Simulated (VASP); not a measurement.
# TiSi3 (Cmmm) in VASP: single point with r2SCAN

Aim: the single point of TiSi3 with r2SCAN.

All numbers are computed with VASP 6.6.1; they aren't measurements. Logs are shortened: lines on timing, memory, paths and dates and some standing lists are left out, and cuts for length are marked.

**1. The cell of the first run**

It takes space group Cmmm (No. 65, orthorhombic). The conventional cell has a = 5.432 Å, b = 7.625 Å, c = 2.720 Å, α = 90.00°, β = 90.00°, γ = 90.00°. Within 3.6 Å of Si (site symmetry 2/m) lie 8 Si at 2.71 to 2.72 Å and 4 Ti at 2.71 Å. Si (site symmetry mmm) has 10 Si at 2.71 to 2.72 Å and 2 Ti at 2.72 Å within 3.6 Å. Ti (site symmetry mmm) has 10 Si at 2.71 to 2.72 Å and 2 Ti at 2.72 Å within 3.6 Å.

**2. Single point, r2SCAN**

The input, POSCAR:

```
TiSi3
1.0
   -3.8126242545      3.8437879059      0.0027207762
   -3.8126242545      0.0027207762      3.8437879059
    0.0000000000      3.8465086822      3.8465086822
Si Ti
6 2
Direct
    0.0000000000      0.0000000000      0.0000000000
    0.0000000000      0.5000000000      0.0000000000
    0.0000000000      0.0000000000      0.5000000000
    0.5000000000      0.5000000000      0.0000000000
    0.0000000000      0.5000000000      0.5000000000
    0.5000000000      0.5000000000      0.5000000000
    0.5000000000      0.0000000000      0.0000000000
    0.5000000000      0.0000000000      0.5000000000
```

The input, INCAR.step1:

```
SYSTEM = TiSi3
PREC     = Accurate       ! precision mode
ENCUT    = 520            ! plane-wave cutoff, eV
ISMEAR   = 0              ! smearing method
SIGMA    = 0.1            ! smearing width, eV
LREAL    = .False.        ! projectors in reciprocal space
LASPH    = .True.         ! aspherical terms in the spheres
NELM     = 80             ! most SCF steps
NBANDS   = 34             ! bands
GGA      = PE             ! functional
ALGO     = Normal         ! electronic algorithm
EDIFF    = 1E-4           ! SCF threshold, eV
LWAVE    = .True.         ! write WAVECAR
LCHARG   = .False.        ! write CHGCAR
```

The input, INCAR.step2:

```
SYSTEM = TiSi3
PREC     = Accurate       ! precision mode
ENCUT    = 520            ! plane-wave cutoff, eV
EDIFF    = 1E-7           ! SCF threshold, eV
ISMEAR   = 0              ! smearing method
SIGMA    = 0.1            ! smearing width, eV
LREAL    = .False.        ! projectors in reciprocal space
LASPH    = .True.         ! aspherical terms in the spheres
NELM     = 80             ! most SCF steps
ALGO     = Normal         ! electronic algorithm
ISIF     = 2              ! what is computed and relaxed
LWAVE    = .False.        ! write WAVECAR
LCHARG   = .False.        ! write CHGCAR
METAGGA  = R2SCAN         ! meta-GGA
LMIXTAU  = .True.       
NBANDS   = 34             ! bands
ISTART   = 1
```

The input, KPOINTS:

```
regular mesh
0
Gamma
  8 8 8
  0 0 0
```

Potentials or basis: VASP PAW PBE potentials, release 64 (Si, Ti_sv).

The run is started by

```bash
$ cat potpaw_PBE.64/Si/POTCAR potpaw_PBE.64/Ti_sv/POTCAR > POTCAR
$ cp INCAR.step1 INCAR
$ mpirun -np 1 vasp_std > vasp.out
$ cp INCAR.step2 INCAR
$ mpirun -np 1 vasp_std > vasp.out
```

OUTCAR:

```text
SYSTEM = TiSi3
   PREC = Accurate
   ENCUT = 520
   EDIFF = 1E-7
   ISMEAR = 0
   LREAL = .False.
   LASPH = .True.
   NELM = 80
   ISIF = 2
   METAGGA = R2SCAN
   ISTART = 1

 ion  position               nearest neighbor table
   1  0.000  0.000  0.000-   2 2.71   7 2.71   2 2.71   7 2.71   5 2.71   5 2.71   8 2.71   8 2.71
                             4 2.72   4 2.72   3 2.72   3 2.72
   2  0.000  0.500  0.000-   1 2.71   4 2.71   1 2.71   4 2.71   3 2.71   3 2.71   6 2.71   6 2.71
                             7 2.72   7 2.72   5 2.72   5 2.72
   3  0.000  0.000  0.500-   5 2.71   8 2.71   5 2.71   8 2.71   2 2.71   2 2.71   7 2.71   7 2.71
                             6 2.72   6 2.72   1 2.72   1 2.72
   4  0.500  0.500  0.000-   2 2.71   7 2.71   7 2.71   2 2.71   5 2.71   8 2.71   8 2.71   5 2.71
                             1 2.72   1 2.72   6 2.72   6 2.72
   5  0.000  0.500  0.500-   3 2.71   6 2.71   3 2.71   6 2.71   1 2.71   1 2.71   4 2.71   4 2.71
                             8 2.72   8 2.72   2 2.72   2 2.72
   6  0.500  0.500  0.500-   5 2.71   8 2.71   8 2.71   5 2.71   7 2.71   2 2.71   2 2.71   7 2.71
                             3 2.72   3 2.72   4 2.72   4 2.72
   7  0.500  0.000  0.000-   1 2.71   4 2.71   4 2.71   1 2.71   3 2.71   6 2.71   6 2.71   3 2.71
                             2 2.72   2 2.72   8 2.72   8 2.72
   8  0.500  0.000  0.500-   3 2.71   6 2.71   6 2.71   3 2.71   4 2.71   1 2.71   1 2.71   4 2.71
                             5 2.72   5 2.72   7 2.72   7 2.72

  LATTYP: Found a body centered orthorhombic cell.
 ALAT       =     5.4320892288
 B/A-ratio  =     1.0014166773
 C/A-ratio  =     1.4037413945

  Lattice vectors:

 A1 = (   3.8126242545,   0.0027207763,   3.8437879060)
 A2 = (   3.8126242545,  -0.0027207762,  -3.8437879059)
 A3 = (  -3.8126242545,   3.8437879059,   0.0027207762)

Analysis of symmetry for initial positions (statically):
=====================================================================
 Subroutine PRICEL returns following result:

  LATTYP: Found a base centered orthorhombic cell.
 ALAT       =     5.4320892288
 B/A-ratio  =     1.4037413945
 C/A-ratio  =     0.5007083386

  Lattice vectors:

 A1 = (   3.8126242545,   1.9205335649,  -1.9205335648)
 A2 = (  -3.8126242545,   1.9205335648,  -1.9205335649)
 A3 = (   0.0000000000,   1.9232543411,   1.9232543411)

   2 primitive cells build up your supercell.

 Routine SETGRP: Setting up the symmetry group for a
 body centered orthorhombic supercell.

 Subroutine GETGRP returns: Found  8 space group operations
 (whereof  4 operations were pure point group operations)
 out of a pool of  8 trial point group operations.

The static configuration has the point symmetry C_2h.
 The point group associated with its full space group is D_2h.

Analysis of symmetry for dynamics (positions and initial velocities):
=====================================================================
 Subroutine PRICEL returns following result:

  LATTYP: Found a base centered orthorhombic cell.
 ALAT       =     5.4320892288
 B/A-ratio  =     1.4037413945
 C/A-ratio  =     0.5007083386

  Lattice vectors:

 A1 = (   3.8126242545,   1.9205335649,  -1.9205335648)
 A2 = (  -3.8126242545,   1.9205335648,  -1.9205335649)
 A3 = (   0.0000000000,   1.9232543411,   1.9232543411)

   2 primitive cells build up your supercell.

 Routine SETGRP: Setting up the symmetry group for a
 body centered orthorhombic supercell.

 Subroutine GETGRP returns: Found  8 space group operations
 (whereof  4 operations were pure point group operations)
 out of a pool of  8 trial point group operations.

The dynamic configuration has the point symmetry C_2h.
 The point group associated with its full space group is D_2h.

 Subroutine INISYM returns: Found  8 space group operations
 (whereof  4 operations are pure point group operations),
 and found     2 'primitive' translations

----------------------------------------------------------------------------------------

                                     Primitive cell

  volume of cell :      56.3304

  direct lattice vectors                    reciprocal lattice vectors
     3.812624255  1.920533565 -1.920533565     0.131143267  0.130172159 -0.130172159
    -3.812624255  1.920533565 -1.920533565    -0.131143267  0.130172159 -0.130172159
     0.000000000  1.923254341  1.923254341    -0.000000000  0.259976015  0.259976015

  length of vectors
     4.681132561  4.681132561  2.719892373     0.226026853  0.226026853  0.367661607

  position of ions in fractional coordinates (direct lattice)
     0.000000000  0.000000000  0.000000000
     0.500000000  0.000000000  0.500000000
     0.500000000  0.500000000  0.000000000
     1.000000000  0.500000000  0.500000000

  ion indices of the primitive-cell ions
   primitive index   ion index
                 1           1
                 2           2
                 3           4
                 4           7

----------------------------------------------------------------------------------------

 KPOINTS: regular mesh

Automatic generation of k-mesh.
 Grid dimensions read from file:
 generate k-points for:    8    8    8

 Generating k-lattice:

  Cartesian coordinates                     Fractional coordinates (reciprocal lattice)
    -0.016392908  0.016271520 -0.016271520     0.125000000  0.000000000  0.000000000
    -0.016392908 -0.016271520  0.016271520     0.000000000  0.125000000  0.000000000
     0.016392908  0.016248501  0.016248501    -0.000000000 -0.000000000  0.125000000

  Length of vectors
     0.028253357  0.028253357  0.028226849

  Shift w.r.t. Gamma in fractional coordinates (k-lattice)
     0.000000000  0.000000000  0.000000000

 Subroutine IBZKPT returns following result:
 ===========================================

 Found     95 irreducible k-points:

 Following reciprocal coordinates:
            Coordinates               Weight
  0.000000  0.000000  0.000000      1.000000
  0.125000  0.000000  0.000000      4.000000
  0.250000  0.000000  0.000000      4.000000
  0.375000  0.000000  0.000000      4.000000
  0.500000  0.000000  0.000000      2.000000
  0.125000  0.125000  0.000000      2.000000
[... 16 lines left out ...]
  0.125000 -0.000000  0.125000      4.000000
  0.250000 -0.000000  0.125000      8.000000
 [... further k-points ...]
   k-points           NKPTS =     95   k-points in BZ     NKDIM =     95   number of bands    NBANDS=     34
   number of dos      NEDOS =    301   number of ions     NIONS =      8
   total plane-waves  NPLWV =  64000
   dimension x,y,z NGX =    40 NGY =   40 NGZ =   40
   dimension x,y,z NGXF=    80 NGYF=   80 NGZF=   80
   ions per type =               6   2
   NGX,Y,Z   is equivalent  to a cutoff of  12.28, 12.28, 12.22 a.u.
   NGXF,Y,Z  is equivalent  to a cutoff of  24.57, 24.57, 24.45 a.u.
 SYSTEM =  TiSi3
   PREC   = accura    normal or accurate (medium, high low for compatibility)
   ISTART =      1    job   : 0-new  1-cont  2-samecut
   ICHARG =      0    charge: 1-file 2-atom 10-const
   ISPIN  =      1    spin polarized calculation?
   LNONCOLLINEAR =      F non collinear calculations
   LSORBIT =      F    spin-orbit coupling
   LASPH  =      T    aspherical Exc in radial PAW
   ENCUT  =  520.0 eV  38.22 Ry    6.18 a.u.  10.07 10.07 10.11*2*pi/ulx,y,z
   NELM   =     80;   NELMIN=  2; NELMDL=  0     # of ELM steps
   EDIFF  = 0.1E-06   stopping-criterion for ELM
   LREAL  =      F    real-space projection
   EDIFFG = 0.1E-05   stopping-criterion for IOM
   NSW    =      0    number of steps for IOM
   IBRION =     -1    ionic relax: 0-MD 1-quasi-New 2-CG
   NFREE  =      0    steps in history (QN), initial steepest desc. (CG)
   ISIF   =      2    stress and relaxation
   ISYM   =      2    0-nonsym 1-usesym 2-fastsym
   POTIM  = 0.5000    time-step for ionic-motion
   TEBEG  =    0.0;   TEEND  =   0.0 temperature during run
   PSTRESS=    0.0 pullay stress
   NELECT =      48.0000    total number of electrons
   NUPDOWN=      -1.0000    fix difference up-down
   EMIN   =  10.00;   EMAX   =-10.00  energy-range for DOS
   EFERMI =   0.00;   METHOD = LEGACY
   ISMEAR =     0;   SIGMA  =   0.10  broadening in eV -4-tet -1-fermi 0-gaus
   EFERMI_NEDOS =   21; number of points for ismear=-14 and -15
   IALGO  =     38    algorithm
   IMIX   =      4    mixing-type and parameters
     AMIX     =   0.40;   BMIX     =  1.00
     AMIX_MAG =   1.60;   BMIX_MAG =  1.00
  volume/ion in A,a.u.               =      14.08        95.03
  Fermi-wavevector in a.u.,A,eV,Ry     =   1.231869  2.327894 20.646843  1.517500
  Thomas-Fermi vector in A             =   2.366661
   LORBIT       =      0    0 simple, 1 ext, 2 COOP (PROOUT), +10 PAW based schemes
   METAGGA = R2SCAN    functional components
   LHFCALC =     F    Hartree Fock is set to
   AEXX    =    0.0000 exact exchange contribution
   IVDW    =     0    specifies the selected vdW correction
   LEPSILON=     F    determine dielectric tensor
   LRPA    =     F    only Hartree local field effects (RPA)
 non-spin polarized calculation
 Gauss-broadening in eV      SIGMA  =   0.10
  energy-cutoff  :      520.00
  volume of cell :      112.66
 maximum number of plane-waves:      3052
   NGX = 21   NGY = 21   NGZ = 21

 number of electron      47.9999988 magnetization

 Free energy of the ion-electron system (eV)
  ---------------------------------------------------
  ext. energy  EPLUGINS =         0.00000000
  ---------------------------------------------------
  free energy    TOTEN  =       -77.96604174 eV

  energy without entropy =      -77.94223716  energy(sigma->0) =      -77.95413945

 E-fermi :  10.6981     XC(G=0): -12.4293

 val. band max:       10.6937636183   @ k =   0.5000   0.0000   0.0000
 cond. band min:      10.6987674677   @ k =   0.1250  -0.0000   0.5000
 fundamental gap:      0.0050038495
 Fermi energy:        10.6980642299

 k-point     1 :       0.0000    0.0000    0.0000
  band No.  band energies     occupation
      1     -48.4319      2.00000
      2     -48.3380      2.00000
      3     -23.9323      2.00000
      4     -23.7919      2.00000
      5     -23.7267      2.00000
      6     -23.7032      2.00000
[... 26 lines left out ...]
     33      14.3336      0.00000
     34      15.0761      0.00000

 k-point     2 :       0.1250    0.0000    0.0000
  band No.  band energies     occupation
      1     -48.4319      2.00000
      2     -48.3380      2.00000
      3     -23.9324      2.00000
      4     -23.7925      2.00000
      5     -23.7271      2.00000
      6     -23.7029      2.00000
[... 26 lines left out ...]
     33      14.4555      0.00000
     34      15.1270      0.00000
[... 775 lines left out ...]
     33      14.4013      0.00000
     34      14.4489      0.00000

 k-point    24 :       0.2500   -0.0000    0.1250
  band No.  band energies     occupation
      1     -48.4283      2.00000
      2     -48.3416      2.00000
      3     -23.9070      2.00000
      4     -23.7897      2.00000
      5     -23.7246      2.00000
      6     -23.7062      2.00000
[... 26 lines left out ...]
     33      14.3558      0.00000
     34      14.6719      0.00000

 [... further k-points ...]

------------------------ aborting loop because EDIFF is reached ----------------------------------------

  FORCE on cell =-STRESS in cart. coord.  units (eV):
  Direction    XX          YY          ZZ          XY          YZ          ZX
  --------------------------------------------------------------------------------------
  -------------------------------------------------------------------------------------
  Total        0.1626293      0.1463567      0.1463567      0.0000000     -0.0135337      0.0000000
  in kB        2.3127926      2.0813766      2.0813766      0.0000000     -0.1924665      0.0000000
  external PRESSURE =       2.1585153 kB  Pullay stress =       0.0000000 kB

 VOLUME and BASIS-vectors are now :
 -----------------------------------------------------------------------------
  energy-cutoff  :      520.00
  volume of cell :      112.66
      direct lattice vectors                 reciprocal lattice vectors
    -3.812624255  3.843787906  0.002720776    -0.131143267  0.130172159 -0.130172159
    -3.812624255  0.002720776  3.843787906    -0.131143267 -0.130172159  0.130172159
     0.000000000  3.846508682  3.846508682     0.131143267  0.129988008  0.129988008

 POSITION                                       TOTAL-FORCE (eV/Angst)
 -----------------------------------------------------------------------------------
      0.00000      0.00000      0.00000         0.000000      0.000000     -0.000000
     -1.90631      0.00136      1.92189        -0.000000      0.000000     -0.000000
      0.00000      1.92325      1.92325         0.000000     -0.000000     -0.000000
     -3.81262      1.92325      1.92325        -0.000000      0.000000     -0.000000
     -1.90631      1.92461      3.84515        -0.000000      0.000000     -0.000000
     -3.81262      3.84651      3.84651         0.000000     -0.000000     -0.000000
     -1.90631      1.92189      0.00136        -0.000000      0.000000     -0.000000
     -1.90631      3.84515      1.92461        -0.000000     -0.000000      0.000000
 -----------------------------------------------------------------------------------
    total drift:                               -0.000000     -0.000000      0.000000

  FREE ENERGIE OF THE ION-ELECTRON SYSTEM (eV)
  ---------------------------------------------------
  free  energy   TOTEN  =       -77.9660417360 eV

  energy  without entropy=      -77.9422371633  energy(sigma->0) =      -77.95413945
```

Run time: 12 min. Hardware: 1 thread of Intel Xeon 6975P-C (Granite Rapids), shared host; peak memory 0.45 GiB.

What came out:

- Free energy: -77.9660 eV
- Pressure: 0.2 GPa
- Band gap on the k mesh: zero (bands 24 and 25 overlap by 1.35 eV)

Caveat: the PAW data sets were made with another functional, which shifts forces and pressure a little.
